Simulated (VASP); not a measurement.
A run of VASP 6.6.1:

Contents of INCAR:

```
SYSTEM = ZrS
PREC = Accurate
ENCUT = 520
EDIFF = 1E-6
ISMEAR = 0
SIGMA = 0.15
LREAL = .False.
LASPH = .True.
NELM = 100
ALGO = Normal
ISIF = 2
LWAVE = .False.
LCHARG = .False.
GGA = PS
NBANDS = 16
```

File KPOINTS:

```
regular mesh
0
Gamma
  20 20 20
  0 0 0
```

Contents of POSCAR:

```
ZrS
1.0
    0.1694497430      2.5830753500      2.5830753500
    2.5830753500      0.1694497430      2.5830753500
    2.7525250930      2.7525250930      0.0000000000
Zr S
1 1
Direct
    0.0000000000      0.0000000000      0.0000000000
    0.5000000000      0.5000000000      0.5000000000
```

Potentials or basis: VASP PAW PBE potentials, release 64 (Zr_sv, S).

The run is started by

```bash
$ cat potpaw_PBE.64/Zr_sv/POTCAR potpaw_PBE.64/S/POTCAR > POTCAR
$ mpirun -np 1 vasp_std > vasp.out
```

Hardware: 1 thread of Intel(R) Xeon(R) Platinum 8488C (Sapphire Rapids) (shared host).

Problem. Estimate the wall time of this run.

Solution. Wall time 5.3 min on 1 thread of Intel(R) Xeon(R) Platinum 8488C (Sapphire Rapids) (shared host), peak memory 0.68 GiB. Counts: scf iterations 12, k points 1166.
